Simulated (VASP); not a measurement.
A run of VASP 6.6.1 is set up as follows.

File INCAR:

```
PREC = Accurate ; ENCUT = 1130
EDIFF = 1E-7 ; ISMEAR = 0
SIGMA = 0.02 ; LREAL = F
LASPH = T ; NELM = 200
ALGO = Normal ; ISIF = 3
LWAVE = F ; LCHARG = F
ISPIN = 2 ; MAGMOM = 0 3.5 0 0 0
LORBIT = 11 ; LMAXMIX = 4
GGA = CA ; IBRION = 2
NSW = 80 ; EDIFFG = -0.01
GGA_COMPAT = F ; NELMIN = 4
```

Contents of KPOINTS:

```
Automatic mesh
0
Gamma
  5 5 5
```

The input POSCAR:

```
NaFeO3
1.0
    3.8304800000      0.0000000000      0.0000000000
    0.0000000000      3.8304800000      0.0000000000
    0.0000000000      0.0000000000      3.8304800000
Na Fe O
1 1 3
Direct
    0.0000000000      0.0000000000      0.0000000000
    0.5000000000      0.5000000000      0.5000000000
    0.5000000000      0.5000000000      0.0000000000
    0.5000000000      0.0000000000      0.5000000000
    0.0000000000      0.5000000000      0.5000000000
```

Potentials or basis: VASP PAW LDA potentials, release 64 (Na_sv, Fe_sv, O).

The run is started by

```bash
$ cat potpaw_LDA.64/Na_sv/POTCAR potpaw_LDA.64/Fe_sv/POTCAR potpaw_LDA.64/O/POTCAR > POTCAR
$ mpirun -np 1 vasp_std > vasp.out
```

Task: What does it give for the space group after relaxing (to 0.1 Å)?

Result: Pm-3m (No. 221).

Task: What does it give for the relaxed cell?

Result: a = 3.590 Å, b = 3.590 Å, c = 3.590 Å, α = 90.00°, β = 90.00°, γ = 90.00°.

Task: Estimate the relaxed volume.

Result: 9.25 Å³/atom.

The path:
```csv
step,energy change (eV),largest force (eV/Å),pressure (GPa),volume (Å³)
1,0.0000,0.0000,-20.24,56.20
2,-0.2375,0.0000,3.96,45.43
3,-0.0530,0.0000,-14.28,50.30
4,-0.2474,0.0000,-0.50,46.38
5,-0.2476,0.0000,0.31,46.19
6,-0.2476,0.0000,-0.23,46.31
7,-0.2476,0.0000,-0.01,46.26
```

Caveat: the volume moved by over 15 % at a fixed basis, so the end points are rough; a cell with one magnetic atom can't hold antiferromagnetic order, which such compounds often take.
